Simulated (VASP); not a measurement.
# Sn (P6_3/mmc) in VASP: further runs, part 2 of 2

VASP 6.6.1. Earlier steps stand in the parts before.

## (3) Single point, PBEsol

This run uses another cell than the first one: it holds 4 atoms, not 2.

Contents of INCAR:

```
PREC = Accurate
ENCUT = 520
EDIFF = 1E-7
ISMEAR = 0
SIGMA = 0.1
LREAL = F
LASPH = T
NELM = 80
ALGO = Fast
ISIF = 2
LWAVE = F
LCHARG = T
GGA = PS
LELF = T
LVHAR = T
NBANDS = 36
```

Contents of KPOINTS:

```
regular mesh
0
Gamma
  12 12 8
```

Contents of POSCAR:

```
Sn
1.0
    5.0162704002      0.0000000000      0.0000000000
   -2.5081352001      4.3442175989      0.0000000000
    0.0000000000      0.0000000000      5.9437781304
Sn
4
Direct
    0.0000000000      0.0000000000      0.2500000000
    0.0000000000      0.0000000000      0.7500000000
    0.3333333333      0.6666666667      0.7500000000
    0.6666666667      0.3333333333      0.2500000000
```

Potentials or basis: VASP PAW PBE potentials, release 64 (Sn_d).

On the command line:

```console
$ cat potpaw_PBE.64/Sn_d/POTCAR > POTCAR
$ mpirun -np 1 vasp_std > vasp.out
```

OUTCAR:

```text
PREC = Accurate
   ENCUT = 520
   EDIFF = 1E-7
   ISMEAR = 0
   LREAL = F
   LASPH = T
   NELM = 80
   ISIF = 2
   GGA = PS

 ion  position               nearest neighbor table
   1  0.000  0.000  0.250-   4 2.90   4 2.90   4 2.90   2 2.97   2 2.97
   2  0.000  0.000  0.750-   3 2.90   3 2.90   3 2.90   1 2.97   1 2.97
   3  0.333  0.667  0.750-   2 2.90   2 2.90   2 2.90
   4  0.667  0.333  0.250-   1 2.90   1 2.90   1 2.90

  LATTYP: Found a hexagonal cell.
 ALAT       =     5.0162704002
 C/A-ratio  =     1.1848998671

  Lattice vectors:

 A1 = (   5.0162704002,   0.0000000000,   0.0000000000)
 A2 = (  -2.5081352001,   4.3442175989,   0.0000000000)
 A3 = (   0.0000000000,   0.0000000000,   5.9437781304)

Analysis of symmetry for initial positions (statically):
=====================================================================
 Subroutine PRICEL returns:
 Original cell was already a primitive cell.

 Routine SETGRP: Setting up the symmetry group for a
 hexagonal supercell.

 Subroutine GETGRP returns: Found 24 space group operations
 (whereof 12 operations were pure point group operations)
 out of a pool of 24 trial point group operations.

The static configuration has the point symmetry D_3d.
 The point group associated with its full space group is D_6h.

Analysis of symmetry for dynamics (positions and initial velocities):
=====================================================================
 Subroutine PRICEL returns:
 Original cell was already a primitive cell.

 Routine SETGRP: Setting up the symmetry group for a
 hexagonal supercell.

 Subroutine GETGRP returns: Found 24 space group operations
 (whereof 12 operations were pure point group operations)
 out of a pool of 24 trial point group operations.

The dynamic configuration has the point symmetry D_3d.
 The point group associated with its full space group is D_6h.

[... 114 lines left out ...]
   NUPDOWN=      -1.0000    fix difference up-down
   EMIN   =  10.00;   EMAX   =-10.00  energy-range for DOS
   EFERMI =   0.00;   METHOD = LEGACY
   ISMEAR =     0;   SIGMA  =   0.10  broadening in eV -4-tet -1-fermi 0-gaus
   EFERMI_NEDOS =   21; number of points for ismear=-14 and -15
   IALGO  =     68    algorithm
   IMIX   =      4    mixing-type and parameters
     AMIX     =   0.40;   BMIX     =  1.00
     AMIX_MAG =   1.60;   BMIX_MAG =  1.00
  volume/ion in A,a.u.               =      32.38       218.52
  Fermi-wavevector in a.u.,A,eV,Ry     =   1.237901  2.339293 20.849542  1.532398
  Thomas-Fermi vector in A             =   2.372449
   LORBIT       =      0    0 simple, 1 ext, 2 COOP (PROOUT), +10 PAW based schemes
   GGA     = PS    functional components
   LHFCALC =     F    Hartree Fock is set to
   AEXX    =    0.0000 exact exchange contribution
   IVDW    =     0    specifies the selected vdW correction
   LEPSILON=     F    determine dielectric tensor
   LRPA    =     F    only Hartree local field effects (RPA)
 non-spin polarized calculation
 RMM-DIIS sequential band-by-band and
 Gauss-broadening in eV      SIGMA  =   0.10
  energy-cutoff  :      520.00
  volume of cell :      129.53
 maximum number of plane-waves:      3520
 NGX is ok and might be reduce to    40

 number of electron      55.9999992 magnetization

 Free energy of the ion-electron system (eV)
  ---------------------------------------------------
  ext. energy  EPLUGINS =         0.00000000
  ---------------------------------------------------
  free energy    TOTEN  =       -15.80919270 eV

  energy without entropy =      -15.79718158  energy(sigma->0) =      -15.80318714

 E-fermi :   5.9855     XC(G=0):  -9.5074

 val. band max:        5.9692121135   @ k =   0.4167   0.1667   0.3750
 cond. band min:       5.9966469657   @ k =   0.3333   0.2500   0.3750
 fundamental gap:      0.0274348521
 Fermi energy:         5.9854855156

 k-point     1 :       0.0000    0.0000    0.0000
  band No.  band energies     occupation
      1     -15.6998      2.00000
      2     -15.5657      2.00000
      3     -15.5394      2.00000
      4     -15.5394      2.00000
      5     -15.5115      2.00000
      6     -15.5115      2.00000
[... 925 lines left out ...]
     35      11.0540      0.00000
     36      11.8573      0.00000

 [... further k-points ...]
[... 5 lines left out ...]
  --------------------------------------------------------------------------------------
  -------------------------------------------------------------------------------------
  Total       -0.0340079     -0.0340079     -0.0687488      0.0000000     -0.0000000      0.0000000
  in kB       -0.4206645     -0.4206645     -0.8503950      0.0000000     -0.0000000      0.0000000
  external PRESSURE =      -0.5639080 kB  Pullay stress =       0.0000000 kB

 VOLUME and BASIS-vectors are now :
 -----------------------------------------------------------------------------
  energy-cutoff  :      520.00
  volume of cell :      129.53
      direct lattice vectors                 reciprocal lattice vectors
     5.016270400  0.000000000  0.000000000     0.199351295  0.115095524  0.000000000
    -2.508135200  4.344217599  0.000000000     0.000000000  0.230191048  0.000000000
     0.000000000  0.000000000  5.943778130     0.000000000  0.000000000  0.168243157

 POSITION                                       TOTAL-FORCE (eV/Angst)
 -----------------------------------------------------------------------------------
      0.00000      0.00000      1.48594        -0.000000     -0.000000      0.000000
      0.00000      0.00000      4.45783        -0.000000      0.000000      0.000000
     -0.00000      2.89615      4.45783        -0.000000     -0.000000     -0.000000
      2.50814      1.44807      1.48594         0.000000      0.000000      0.000000
 -----------------------------------------------------------------------------------
    total drift:                                0.000000     -0.000000      0.000000

  FREE ENERGIE OF THE ION-ELECTRON SYSTEM (eV)
  ---------------------------------------------------
  free  energy   TOTEN  =       -15.8091926971 eV

  energy  without entropy=      -15.7971815750  energy(sigma->0) =      -15.80318714
```

Run time: 7.6 min. Hardware: 1 thread of Intel Xeon 6975P-C, shared host; peak memory 0.47 GiB.

What came out:

- Free energy: -15.8092 eV
- Pressure: -0.1 GPa
- Band gap on the k mesh: zero (band 28 reaches 7.26 eV, above the bottom of band 29 at 4.88 eV)

Caveat: the PAW data sets were made with another functional, which shifts forces and pressure a little; spin-orbit coupling is left out, which moves the levels of the heavy elements.
